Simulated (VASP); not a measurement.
# Li4F (P6/mmm) in VASP: notebook

Li4F is run at these levels: PBE; tasks: single point, relaxation of cell and atoms.

Everything below comes from runs of VASP 6.6.1. Logs are shortened: lines on timing, memory, paths and dates and some standing lists are left out, and cuts for length are marked.

### Step 1. The cell of the first run

It takes space group P6/mmm (No. 191, hexagonal). Conventional cell: a = 3.509 Å, b = 3.509 Å, c = 3.515 Å, α = 90.00°, β = 90.00°, γ = 120.00°. Li (site symmetry 3m) has 1 Li at 1.06 Å within 1.4 Å. Within 3.1 Å of F (site symmetry 6/mmm) lie 24 Li at 2.37 to 3.05 Å.

### Step 2. Single point, PBE

Contents of INCAR:

```
SYSTEM = Li4F
ALGO = Normal
EDIFF = 1E-6
ENCUT = 520
GGA = PE
ISIF = 2
ISMEAR = 0
LASPH = .TRUE.
LCHARG = .FALSE.
LREAL = .FALSE.
LWAVE = .FALSE.
NBANDS = 18
NELM = 80
PREC = Accurate
SIGMA = 0.1
```

Contents of KPOINTS:

```
k-points
0
G
  6 6 6
  0 0 0
```

Contents of POSCAR:

```
Li4F
1.0
    3.5089125000      0.0000000000      0.0000000000
   -1.7544562500      3.0388073700      0.0000000000
    0.0000000000      0.0000000000      3.5147496300
Li F
4 1
Direct
    0.3333333300      0.6666666700      0.1502010700
    0.3333333300      0.6666666700      0.8497989300
    0.6666666700      0.3333333300      0.8497989300
    0.6666666700      0.3333333300      0.1502010700
    0.0000000000      0.0000000000      0.5000000000
```

Potentials or basis: VASP PAW PBE potentials, release 64 (Li_sv, F).

Started as:

```bash
$ cat potpaw_PBE.64/Li_sv/POTCAR potpaw_PBE.64/F/POTCAR > POTCAR
$ mpirun -np 1 vasp_std > vasp.out
```

OUTCAR:

```text
SYSTEM = Li4F
   EDIFF = 1E-6
   ENCUT = 520
   GGA = PE
   ISIF = 2
   ISMEAR = 0
   LASPH = .TRUE.
   LREAL = .FALSE.
   NELM = 80
   PREC = Accurate

 ion  position               nearest neighbor table
   1  0.333  0.667  0.150-   2 1.06   4 2.03   4 2.03   4 2.03   3 2.28   3 2.28   3 2.28   2 2.46

   2  0.333  0.667  0.850-   1 1.06   3 2.03   3 2.03   3 2.03   4 2.28   4 2.28   4 2.28   1 2.46

   3  0.667  0.333  0.850-   4 1.06   2 2.03   2 2.03   2 2.03   1 2.28   1 2.28   1 2.28   4 2.46

   4  0.667  0.333  0.150-   3 1.06   1 2.03   1 2.03   1 2.03   2 2.28   2 2.28   2 2.28   3 2.46

   5  0.000  0.000  0.500-

 -----------------------------------------------------------------------------
|                                                                             |
|           W    W    AA    RRRRR   N    N  II  N    N   GGGG   !!!           |
|           W    W   A  A   R    R  NN   N  II  NN   N  G    G  !!!           |
|           W    W  A    A  R    R  N N  N  II  N N  N  G       !!!           |
|           W WW W  AAAAAA  RRRRR   N  N N  II  N  N N  G  GGG   !            |
|           WW  WW  A    A  R   R   N   NN  II  N   NN  G    G                |
|           W    W  A    A  R    R  N    N  II  N    N   GGGG   !!!           |
|                                                                             |
|     The distance between some ions is very small. Please check the          |
|     nearest-neighbor list in the OUTCAR file.                               |
|     I HOPE YOU KNOW WHAT YOU ARE DOING!                                     |
|                                                                             |
 -----------------------------------------------------------------------------

  LATTYP: Found a hexagonal cell.
 ALAT       =     3.5089125000
 C/A-ratio  =     1.0016635154

  Lattice vectors:

 A1 = (   3.5089125000,   0.0000000000,   0.0000000000)
 A2 = (  -1.7544562500,   3.0388073700,   0.0000000000)
 A3 = (   0.0000000000,   0.0000000000,   3.5147496300)

Analysis of symmetry for initial positions (statically):
=====================================================================
 Subroutine PRICEL returns:
 Original cell was already a primitive cell.

 Routine SETGRP: Setting up the symmetry group for a
 hexagonal supercell.

 Subroutine GETGRP returns: Found 24 space group operations
 (whereof 24 operations were pure point group operations)
 out of a pool of 24 trial point group operations.

The static configuration has the point symmetry D_6h.

Analysis of symmetry for dynamics (positions and initial velocities):
=====================================================================
[... 119 lines left out ...]
   NSW    =      0    number of steps for IOM
   IBRION =     -1    ionic relax: 0-MD 1-quasi-New 2-CG
   NFREE  =      0    steps in history (QN), initial steepest desc. (CG)
   ISIF   =      2    stress and relaxation
   ISYM   =      2    0-nonsym 1-usesym 2-fastsym
   POTIM  = 0.5000    time-step for ionic-motion
   TEBEG  =    0.0;   TEEND  =   0.0 temperature during run
   PSTRESS=    0.0 pullay stress
   NELECT =      19.0000    total number of electrons
   NUPDOWN=      -1.0000    fix difference up-down
   EMIN   =  10.00;   EMAX   =-10.00  energy-range for DOS
   EFERMI =   0.00;   METHOD = LEGACY
   ISMEAR =     0;   SIGMA  =   0.10  broadening in eV -4-tet -1-fermi 0-gaus
   EFERMI_NEDOS =   21; number of points for ismear=-14 and -15
   IALGO  =     38    algorithm
   IMIX   =      4    mixing-type and parameters
     AMIX     =   0.40;   BMIX     =  1.00
     AMIX_MAG =   1.60;   BMIX_MAG =  1.00
  volume/ion in A,a.u.               =       7.50        50.58
  Fermi-wavevector in a.u.,A,eV,Ry     =   1.305377  2.466805 23.184456  1.704009
  Thomas-Fermi vector in A             =   2.436250
   LORBIT       =      0    0 simple, 1 ext, 2 COOP (PROOUT), +10 PAW based schemes
   GGA     = PE    functional components
   LHFCALC =     F    Hartree Fock is set to
   AEXX    =    0.0000 exact exchange contribution
   IVDW    =     0    specifies the selected vdW correction
   LEPSILON=     F    determine dielectric tensor
   LRPA    =     F    only Hartree local field effects (RPA)
 non-spin polarized calculation
 Gauss-broadening in eV      SIGMA  =   0.10
  energy-cutoff  :      520.00
  volume of cell :       37.48
 maximum number of plane-waves:      1057
 NGX is ok and might be reduce to    28
   NGX = 13   NGY = 13   NGZ = 13

 number of electron      18.9999998 magnetization

 Free energy of the ion-electron system (eV)
  ---------------------------------------------------
  ext. energy  EPLUGINS =         0.00000000
  ---------------------------------------------------
  free energy    TOTEN  =         3.21928650 eV

  energy without entropy =        3.23253020  energy(sigma->0) =        3.22590835

 E-fermi :   6.3784     XC(G=0): -10.1769

 val. band max:        6.3064786347   @ k =   0.3333   0.0000   0.5000
 cond. band min:       6.4087264509   @ k =   0.3333   0.1667   0.1667
 fundamental gap:      0.1022478162
 Fermi energy:         6.3783513399

 k-point     1 :       0.0000    0.0000    0.0000
  band No.  band energies     occupation
      1     -46.9561      2.00000
      2     -46.4680      2.00000
      3     -41.0637      2.00000
      4     -40.7550      2.00000
      5     -19.4515      2.00000
      6      -0.9762      2.00000
[... 481 lines left out ...]
      5     -19.3590      2.00000
      6      -1.8848      2.00000
[... 10 lines left out ...]
     17      18.0630      0.00000
     18      19.0350      0.00000

 [... further k-points ...]
[... 5 lines left out ...]
  --------------------------------------------------------------------------------------
  -------------------------------------------------------------------------------------
  Total        8.3690122      8.3690123     39.8302308      0.0000000      0.0000000      0.0000000
  in kB      357.7788648    357.7788661   1702.7594617      0.0000000      0.0000000      0.0000000
  external PRESSURE =     806.1057309 kB  Pullay stress =       0.0000000 kB

 VOLUME and BASIS-vectors are now :
 -----------------------------------------------------------------------------
  energy-cutoff  :      520.00
  volume of cell :       37.48
      direct lattice vectors                 reciprocal lattice vectors
     3.508912500  0.000000000  0.000000000     0.284988583  0.164538235  0.000000000
    -1.754456250  3.038807370  0.000000000     0.000000000  0.329076469  0.000000000
     0.000000000  0.000000000  3.514749630     0.000000000  0.000000000  0.284515287

 POSITION                                       TOTAL-FORCE (eV/Angst)
 -----------------------------------------------------------------------------------
     -0.00000      2.02587      0.52792         0.000000     -0.000000     15.842049
     -0.00000      2.02587      2.98683        -0.000000      0.000000    -15.842049
      1.75446      1.01294      2.98683         0.000000      0.000000    -15.842049
      1.75446      1.01294      0.52792        -0.000000      0.000000     15.842049
      0.00000      0.00000      1.75737         0.000000      0.000000     -0.000000
 -----------------------------------------------------------------------------------
    total drift:                                0.000000      0.000000      0.000000

  FREE ENERGIE OF THE ION-ELECTRON SYSTEM (eV)
  ---------------------------------------------------
  free  energy   TOTEN  =         3.2192865018 eV

  energy  without entropy=        3.2325301950  energy(sigma->0) =        3.22590835
```

stdout:

```text
POSCAR found type information on POSCAR LiF
 POSCAR found :  2 types and       5 ions
 scaLAPACK will be used
 LDA part: xc-table for (Slater+PW92), standard interpolation
 -----------------------------------------------------------------------------
|                                                                             |
|           W    W    AA    RRRRR   N    N  II  N    N   GGGG   !!!           |
|           W    W   A  A   R    R  NN   N  II  NN   N  G    G  !!!           |
|           W    W  A    A  R    R  N N  N  II  N N  N  G       !!!           |
|           W WW W  AAAAAA  RRRRR   N  N N  II  N  N N  G  GGG   !            |
|           WW  WW  A    A  R   R   N   NN  II  N   NN  G    G                |
|           W    W  A    A  R    R  N    N  II  N    N   GGGG   !!!           |
|                                                                             |
|     The distance between some ions is very small. Please check the          |
|     nearest-neighbor list in the OUTCAR file.                               |
|     I HOPE YOU KNOW WHAT YOU ARE DOING!                                     |
|                                                                             |
 -----------------------------------------------------------------------------

 POSCAR, INCAR and KPOINTS ok, starting setup
 FFT: planning ... GRIDC
 FFT: planning ... GRID_SOFT
 FFT: planning ... GRID
 WAVECAR not read
 entering main loop
```

Wall time 12 s (1 thread of Intel Xeon Platinum 8488C (Sapphire Rapids), shared host); peak memory 0.15 GiB.

What came out:

- Free energy: 3.2193 eV
- Largest force: 15.842 eV/Å

Forces in eV/Å, atoms in the order of the input:
```
Li    0.000   0.000  15.842
Li    0.000   0.000 -15.842
Li    0.000   0.000 -15.842
Li    0.000   0.000  15.842
F     0.000   0.000   0.000
```

Caveat: the cutoff is under 1.25 times the usual one of these potentials, so pressure, stress and relaxed cells hold a basis-set (Pulay) error; an odd number of electrons without spin polarisation forces a metal; a magnetic or distorted state may lie lower.

### Step 3. Single point, PBE

This run uses another cell than the first one, of 17.82 Å³/atom, 2.378 times its volume.

Contents of INCAR:

```
SYSTEM = Li4F
  ALGO = Normal
  EDIFF = 1E-6
  ENCUT = 520
  GGA = PE
  ISIF = 2
  ISMEAR = 0
  LASPH = .TRUE.
  LCHARG = .FALSE.
  LREAL = .FALSE.
  LWAVE = .FALSE.
  NBANDS = 18
  NELM = 80
  PREC = Accurate
  SIGMA = 0.1
```

KPOINTS is that of step 2.

Contents of POSCAR:

```
Li4F
1.0
    4.2821344948      0.0000000000      0.0000000000
   -2.1410672474      3.7084372549      0.0000000000
    0.0000000000      0.0000000000      5.6112856488
Li F
4 1
Direct
    0.3333333333      0.6666666667      0.2484691397
    0.3333333333      0.6666666667      0.7515308603
    0.6666666667      0.3333333333      0.7515308603
    0.6666666667      0.3333333333      0.2484691397
    0.0000000000      0.0000000000      0.5000000000
```

Potentials or basis: VASP PAW PBE potentials, release 64 (Li_sv, F).

Started as:

```bash
$ cat potpaw_PBE.64/Li_sv/POTCAR potpaw_PBE.64/F/POTCAR > POTCAR
$ mpirun -np 1 vasp_std > vasp.out
```

Run time: 22 s. Hardware: 1 thread of Intel Xeon Platinum 8488C (Sapphire Rapids), shared host; peak memory 0.2 GiB.

The run converged. Its results:

```yaml
Free_energy: -11.3720 eV
Largest_force: 0.011 eV/Å
```

Forces on the atoms (eV/Å):
```
Li   0.000  0.000  0.011
Li   0.000  0.000 -0.011
Li   0.000  0.000 -0.011
Li   0.000  0.000  0.011
F    0.000  0.000  0.000
```

Levels at points of the mesh, in eV from the Fermi level:
```tsv
k point	band 8	band 9	band 10	band 11	band 12	band 13
(0.00, 0.00, 0.00)	-5.02	-3.05	-0.67	2.82	2.90	2.90
(0.50, 0.00, 0.00)	-4.97	-1.05	-0.60	1.70	2.06	2.41
(0.00, 0.00, 0.50)	-5.02	-2.25	-1.71	3.93	3.93	4.02
(0.50, 0.00, 0.50)	-5.05	-0.62	-0.09	0.46	1.06	2.38
```

Caveat: the cutoff is under 1.25 times the usual one of these potentials, so pressure, stress and relaxed cells hold a basis-set (Pulay) error; an odd number of electrons without spin polarisation forces a metal; a magnetic or distorted state may lie lower.

### Step 4. Relaxation of cell and atoms, PBE

Contents of INCAR:

```
PREC     = Accurate       # precision mode
ENCUT    = 600            # plane-wave cutoff, eV
EDIFF    = 1E-6           # SCF threshold, eV
ISMEAR   = 0              # smearing method
SIGMA    = 0.1            # smearing width, eV
LREAL    = False          # projectors in reciprocal space
LASPH    = True           # aspherical terms in the spheres
NELM     = 100            # most SCF steps
ALGO     = Normal         # electronic algorithm
ISIF     = 3              # what is computed and relaxed
LWAVE    = False          # write WAVECAR
LCHARG   = False          # write CHGCAR
GGA      = PE             # functional
IBRION   = 2              # ionic algorithm
NSW      = 90             # ionic steps
EDIFFG   = -0.04          # ionic threshold
```

Contents of KPOINTS:

```
regular mesh
0
Gamma
  6 6 6
```

Contents of POSCAR:

```
Li4F
1.0
    3.5089125000      0.0000000000      0.0000000000
   -1.7544562500      3.0388073700      0.0000000000
    0.0000000000      0.0000000000      3.5147496300
Li F
4 1
Direct
    0.3333333300      0.6666666700      0.1502010700
    0.3333333300      0.6666666700      0.8497989300
    0.6666666700      0.3333333300      0.8497989300
    0.6666666700      0.3333333300      0.1502010700
    0.0000000000      0.0000000000      0.5000000000
```

Started as:

```bash
$ cat potpaw_PBE.64/Li_sv/POTCAR potpaw_PBE.64/F/POTCAR > POTCAR
$ mpirun -np 1 vasp_std > vasp.out
```

Wall time 74 s (1 thread of Intel Xeon Platinum 8488C (Sapphire Rapids), shared host); peak memory 0.15 GiB.

The run converged. Its results:

```yaml
Free_energy: -10.0486 eV
Relaxed_volume: 13.04 Å³/atom
Relaxed_cell: a = 3.973 Å, b = 3.973 Å, c = 4.769 Å, α = 90.00°, β = 90.00°, γ = 120.00°
Space_group_after_relaxing_to_0.05_Å: P6/mmm (No. 191)
Energy_gained_by_relaxing: 2647.6 meV/atom
Ionic_steps: 10
Pressure_after_relaxing: -0.1 GPa
Largest_force_after_relaxing: 0.012 eV/Å
```

Forces in eV/Å, atoms in the order of the input:
```
Li   0.000  0.000  0.012
Li   0.000  0.000 -0.012
Li   0.000  0.000 -0.012
Li   0.000  0.000  0.012
F    0.000  0.000  0.000
```

Stress tensor (GPa, compression positive):
```
-0.14  0.00  0.00
 0.00 -0.14  0.00
 0.00  0.00  0.08
```

The path:
| step | energy change (eV) | largest force (eV/Å) | pressure (GPa) | volume (Å³) |
| --- | --- | --- | --- | --- |
| 1 | 0.0000 | 15.7153 | 80.05 | 37.48 |
| 2 | -6.1924 | 6.8337 | 17.54 | 60.42 |
| 3 | -10.9840 | 2.4491 | 30.26 | 47.62 |
| 4 | -10.9988 | 2.3398 | 30.61 | 47.41 |
| 5 | -12.9651 | 1.1648 | 3.86 | 61.09 |
| 6 | -13.0223 | 1.0115 | -0.39 | 64.24 |
| 7 | -13.2067 | 0.4475 | 0.56 | 64.32 |
| 8 | -13.2314 | 0.0792 | 1.14 | 64.34 |
| 9 | -13.2315 | 0.1009 | 1.11 | 64.34 |
| 10 | -13.2380 | 0.0120 | -0.07 | 65.20 |

Final structure:
```
CELL_PARAMETERS angstrom
3.97335 0.00000 0.00000
-1.98668 3.44102 0.00000
0.00000 0.00000 4.76886
ATOMIC_POSITIONS crystal
Li 0.33333 0.66667 0.24985
Li 0.33333 0.66667 0.75015
Li 0.66667 0.33333 0.75015
Li 0.66667 0.33333 0.24985
F 0.00000 0.00000 0.50000
```

Levels at points of the mesh, in eV from the Fermi level:
| k point | band 8 | band 9 | band 10 | band 11 | band 12 | band 13 |
| --- | --- | --- | --- | --- | --- | --- |
| (0.00, 0.00, 0.00) | -6.12 | -3.29 | -0.99 | 2.55 | 2.55 | 5.42 |
| (0.50, 0.00, 0.00) | -6.09 | -1.45 | -0.50 | 1.83 | 1.90 | 2.44 |
| (0.00, 0.00, 0.50) | -6.38 | -2.36 | -1.69 | 3.93 | 3.93 | 4.31 |
| (0.50, 0.00, 0.50) | -6.29 | -0.61 | -0.07 | 0.57 | 1.55 | 2.34 |

Caveat: the cutoff is under 1.25 times the usual one of these potentials, so pressure, stress and relaxed cells hold a basis-set (Pulay) error; the volume moved by over 15 % at a fixed basis, so the end points are rough; an odd number of electrons without spin polarisation forces a metal; a magnetic or distorted state may lie lower.

### Step 5. The runs side by side

| task | cell | cutoff (eV) | gap on the mesh (eV) | largest force (eV/Å) |
| --- | --- | --- | --- | --- |
| single point | a = 3.509, b = 3.509, c = 3.515 Å, angles 90.0, 90.0, 120.0°, 5 atoms | 520 | none | 15.84 |
| single point | a = 4.282, b = 4.282, c = 5.611 Å, angles 90.0, 90.0, 120.0°, 5 atoms | 520 | none | 0.01 |
| relaxation of cell and atoms | relaxed from a = 3.509, b = 3.509, c = 3.515 Å, angles 90.0, 90.0, 120.0°, 5 atoms | 600 | none | 0.01 |

Alike in all rows: level PBE; potentials or basis VASP PAW PBE potentials, release 64 (Li_sv, F); no spin polarisation; k mesh 6 × 6 × 6; smearing gaussian 0.1 eV.

Caveats: the cutoff is under 1.25 times the usual one of these potentials, so pressure, stress and relaxed cells hold a basis-set (Pulay) error; an odd number of electrons without spin polarisation forces a metal; a magnetic or distorted state may lie lower; the volume moved by over 15 % at a fixed basis, so the end points are rough (some runs).

Total energies depend on the potentials used, so only differences within one code and one set of settings carry meaning.
